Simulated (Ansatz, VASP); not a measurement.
# Two plane-wave programs on GaP

Contents of INCAR:

```
PREC = Accurate
ENCUT = 500
EDIFF = 1E-6
ISMEAR = 0
SIGMA = 0.02
LREAL = F
LASPH = T
NELM = 120
ALGO = Normal
ISIF = 2
LWAVE = F
LCHARG = F
GGA = PE
NBANDS = 16
GGA_COMPAT = F
```

File KPOINTS:

```
Automatic mesh
0
Gamma
  8 8 8
```

Contents of POSCAR:

```
GaP
1.0
    0.0000000000      2.6378197146      2.6378197146
    2.6378197146      0.0000000000      2.6378197146
    2.6378197146      2.6378197146      0.0000000000
Ga P
1 1
Direct
    0.0000000000      0.0000000000      0.0000000000
    0.2500000000      0.2500000000      0.2500000000
```

Input for Ansatz:

```yaml
crystal:
  lattice:
    - [0.0, 2.6378197146, 2.6378197146]
    - [2.6378197146, 0.0, 2.6378197146]
    - [2.6378197146, 2.6378197146, 0.0]
  atoms:
    - { symbol: Ga, position: [0.0, 0.0, 0.0] }
    - { symbol: P, position: [0.25, 0.25, 0.25] }
basis:
  ecutwfc: 420
kpoints:
  mp_grid: { grid: [8, 8, 8] }
hamiltonian:
  xc: pbe
scf:
  occupations: { method: gaussian, width: 0.02 }
output:
  forces: true
  stress: true
  eigenvalues: true
```

Alike in both runs: task single point; functional PBE; k mesh 8 × 8 × 8; occupations gaussian, width 0.02 eV; no spin polarisation.

|  | VASP | Ansatz |
| --- | --- | --- |
| version | VASP 6.6.1 | Ansatz 0.2.0 |
| potentials or method | VASP PAW PBE potentials, release 64 (Ga_d, P), cutoff 500 eV | scalar-relativistic, plane waves, PAW |
| valence electrons in the cell | 18 | 18 |

```csv
,VASP,Ansatz,Ansatz less VASP
gap on the k mesh at the Fermi level (eV),1.43,1.43,-0.001
least direct gap on the mesh (eV),2.65,2.65,-0.002
pressure (GPa),12.9,13.1,+0.18
```

The functional is the same, so the differences come from potentials, cutoffs and numerics.
